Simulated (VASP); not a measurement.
Write the native input for VASP 6.6.1 that does the following.

```
Task                      : relaxation of the atoms
Functional                : PBE
Potentials or basis       : VASP PAW PBE potentials, release 64 (Ge_d, Si)
Cutoff                    : 520 eV
k mesh                    : 7 × 7 × 1
Occupations               : gaussian, width 0.1 eV
Spin                      : no spin polarisation
Dipole correction         : yes
Atoms held fixed (from 0) : [0, 1, 2, 3, 4]
Further INCAR settings    : ALGO = Fast; EDIFF = 1e-07; IBRION = 2; EDIFFG = -0.025; NSW = 36
```

The structure of SiGe4 lies in POSCAR:

```
SiGe4
1.0
    4.0740542205      0.0000000000      0.0000000000
    0.0000000000      4.0740542205      0.0000000000
    0.0000000000      0.0000000000     19.8557568590
Ge Si
4 1
Selective dynamics
Direct
    0.0000000000      0.5000000000      0.2014529100  F F F
    0.0000000000      0.0000000000      0.2739958855  F F F
    0.5000000000      0.0000000000      0.3493666156  F F F
    0.5000000000      0.5000000000      0.4208228837  F F F
    0.5000000000      0.5000000000      0.5376655715  F F T
```

The input as run:

INCAR

```
ALGO = Fast
DIPOL = 0.5 0.5 0.357
EDIFF = 1E-7
EDIFFG = -0.025
ENCUT = 520
GGA = PE
IBRION = 2
IDIPOL = 3
ISIF = 2
ISMEAR = 0
LASPH = T
LCHARG = F
LDIPOL = T
LREAL = F
LWAVE = F
NELM = 80
NSW = 36
PREC = Accurate
SIGMA = 0.1
```

KPOINTS

```
k-points
0
Gamma
  7 7 1
```

Potentials or basis: VASP PAW PBE potentials, release 64 (Ge_d, Si).

The run is started by

```sh
$ cat potpaw_PBE.64/Ge_d/POTCAR potpaw_PBE.64/Si/POTCAR > POTCAR
$ mpirun -np 1 vasp_std > vasp.out
```

It gave:

```json
{"Energy gained by relaxing": "0.3 meV/atom", "Ionic steps": "3", "Band gap on the k mesh": "zero (bands 30 and 31 overlap by 1.10 eV)"}
```

Wall time 11 min on 1 thread of Oxide Virtual Turin-like Processor, with other jobs on the host, peak memory 0.41 GiB.
